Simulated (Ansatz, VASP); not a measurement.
## MnBr3: VASP beside Ansatz

File INCAR:

```
SYSTEM = MnBr3
ALGO     = Normal         ! electronic algorithm
EDIFF    = 1E-7           ! SCF threshold, eV
ENCUT    = 520            ! plane-wave cutoff, eV
GGA      = PE             ! functional
ISIF     = 2              ! what is computed and relaxed
ISMEAR   = 0              ! smearing method
ISPIN    = 2              ! spin polarisation
LASPH    = .TRUE.         ! aspherical terms in the spheres
LCHARG   = .FALSE.        ! write CHGCAR
LDAU     = .TRUE.         ! DFT+U
LDAUJ    = 0 0          
LDAUL    = 2 -1           ! shell
LDAUPRINT= 1            
LDAUTYPE = 2            
LDAUU    = 3.9 0          ! U, eV
LMAXMIX  = 4              ! l up to which the mixer works
LORBIT   = 11             ! projections on sites
LREAL    = .FALSE.        ! projectors in reciprocal space
LWAVE    = .FALSE.        ! write WAVECAR
MAGMOM   = 4 0 0 0        ! initial moments
NBANDS   = 29             ! bands
NELM     = 150            ! most SCF steps
PREC     = Accurate       ! precision mode
SIGMA    = 0.05           ! smearing width, eV
```

File KPOINTS:

```
k-points
0
G
  4 4 4
  0 0 0
```

File POSCAR:

```
MnBr3
1.0
    5.2100000000      0.0000000000      0.0000000000
    0.0000000000      5.2100000000      0.0000000000
    0.0000000000      0.0000000000      5.2100000000
Mn Br
1 3
Direct
    0.0000000000      0.0000000000      0.0000000000
    0.5000000000      0.0000000000      0.0000000000
    0.0000000000      0.0000000000      0.5000000000
    0.0000000000      0.5000000000      0.0000000000
```

Input for Ansatz:

```yaml
crystal:
  lattice:
    - [5.21, 0.0, 0.0]
    - [0.0, 5.21, 0.0]
    - [0.0, 0.0, 5.21]
  atoms:
    - { symbol: Mn, position: [0.0, 0.0, 0.0], spin: 4.0 }
    - { symbol: Br, position: [0.5, 0.0, 0.0] }
    - { symbol: Br, position: [0.0, 0.0, 0.5] }
    - { symbol: Br, position: [0.0, 0.5, 0.0] }
basis:
  ecutwfc: 420
  ecutrho_ratio: 4
kpoints:
  mp_grid: { grid: [4, 4, 4] }
hamiltonian:
  xc: pbe
  hubbard: { sites: [{ species: Mn, l: d, u_eff: 3.9 }] }
scf:
  occupations: { method: gaussian, width: 0.05 }
  lower_state_search: "off"
output:
  forces: true
  stress: true
  eigenvalues: true
  populations: true
  hubbard: { sites: [{ species: Mn, l: d }] }
magnetization:
  spin_polarized: true
checkpoint:
  read: start.run
  write: ck
  compress: false
  write_wavefunctions: false
  write_every: 100000
```

Alike in both runs: task single point; functional PBE; k mesh 4 × 4 × 4; occupations gaussian, width 0.05 eV; collinear spin; Hubbard terms Mn d U = 3.9 eV.

|  | VASP | Ansatz |
| --- | --- | --- |
| version | VASP 6.6.1 | Ansatz 0.2.0 |
| potentials or method | VASP PAW PBE potentials, release 64 (Mn_pv, Br), cutoff 520 eV | scalar-relativistic, plane waves, PAW |
| valence electrons in the cell | 34 | 36 |

```csv
,VASP,Ansatz,Ansatz less VASP
gap on the k mesh at the Fermi level (eV),none,none,-
pressure (GPa),0.4,0.7,+0.30
net moment per atom (μB),1.09,1.09,0.000
size of the moment on the site where the two differ most (μB),4.42,4.36,-0.059
```

Site moments also hang on the region over which each program counts them. The programs project onto different local orbitals, so the same U acts differently, and such runs can settle in different states. A gap of «none» marks a metal or a gap that the smearing closes. VASP's potentials hold 34 valence electrons a cell and Ansatz's 36, so a difference there can come from the potentials and not from the codes. Ansatz's warnings: filled band counts differ across k points.
